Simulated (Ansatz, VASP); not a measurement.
**YBH4 in VASP and in Ansatz**

```
H Y B
1.0
    -7.14129    0.00000    0.00000
     0.00000   -2.93817    2.92981
     0.00000    2.93817    2.92981
H Y B
8 2 2
Cartesian
  -5.3560 1.6421 2.7860
  -1.7853 -1.6421 2.7860
  -6.4540 -1.0295 3.7937
  -0.6873 1.0295 3.7937
  -4.2579 -1.0295 3.7937
  -2.8834 1.0295 3.7937
  -5.3560 0.0322 1.4378
  -1.7853 -0.0322 1.4378
  0.0000 0.0000 0.0000
  -3.5706 0.0000 0.0000
  -5.3560 1.3779 1.4677
  -1.7853 -1.3779 1.4677
```

Alike in both runs: task single point; functional r2SCAN; k mesh 5 × 7 × 7; no spin polarisation.

|  | VASP | Ansatz |
| --- | --- | --- |
| version | VASP 6.6.1 | Ansatz 0.2.0 |
| potentials or method | VASP PAW PBE potentials, release 64 (H, Y_sv, B), cutoff 520 eV | PAW plane waves |
| occupations | fermi-dirac, width 0.1 eV | fermi-dirac |
| valence electrons in the cell | 36 | 36 |

|  | VASP | Ansatz | Ansatz less VASP |
| --- | --- | --- | --- |
| pressure (GPa) | -6.3 | -6.2 | +0.09 |
| rms of the force components (eV/Å) | 0.559 | 0.563 | +0.0040 |

VASP's potentials were made for PBE, not for r2SCAN.
